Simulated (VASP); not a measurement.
Here is a VASP 6.6.1 calculation.

INCAR

```
PREC = Accurate ; ENCUT = 1130
EDIFF = 1E-7 ; ISMEAR = 0
SIGMA = 0.1 ; LREAL = False
LASPH = True ; NELM = 120
ALGO = Normal ; ISIF = 3
LWAVE = False ; LCHARG = False
GGA = PE ; IBRION = 2
NSW = 90 ; EDIFFG = -0.04
GGA_COMPAT = False ; NELMIN = 4
```

File KPOINTS:

```
Automatic mesh
0
Gamma
  4 4 4
```

The input POSCAR:

```
Na2Al2O
1.0
    2.6240004600     -2.8005103900      0.0000000000
    2.6240004600      2.8005103900      0.0000000000
    0.0000000000      0.0000000000      6.2962309700
Na Al O
2 2 1
Direct
    0.0000000000      0.5000000000      0.5000000000
    0.5000000000      0.0000000000      0.5000000000
    0.5000000000      0.5000000000      0.1726017400
    0.5000000000      0.5000000000      0.8273982600
    0.0000000000      0.0000000000      0.5000000000
```

Potentials or basis: VASP PAW PBE potentials, release 64 (Na_sv, Al, O).

Launch:

```sh
$ cat potpaw_PBE.64/Na_sv/POTCAR potpaw_PBE.64/Al/POTCAR potpaw_PBE.64/O/POTCAR > POTCAR
$ mpirun -np 1 vasp_std > vasp.out
```

(1) Predict the relaxed cell.

(2) Predict the relaxed volume.

## Answers

(1) a = 4.288 Å, b = 4.288 Å, c = 8.000 Å, α = 90.00°, β = 90.00°, γ = 90.99°.

(2) 29.42 Å³/atom.

Caveat: the k points lie up to 0.37 Å⁻¹ apart in the final cell, too coarse for converged energies and pressures of a metal; the volume moved by over 15 % at a fixed basis, so the end points are rough.
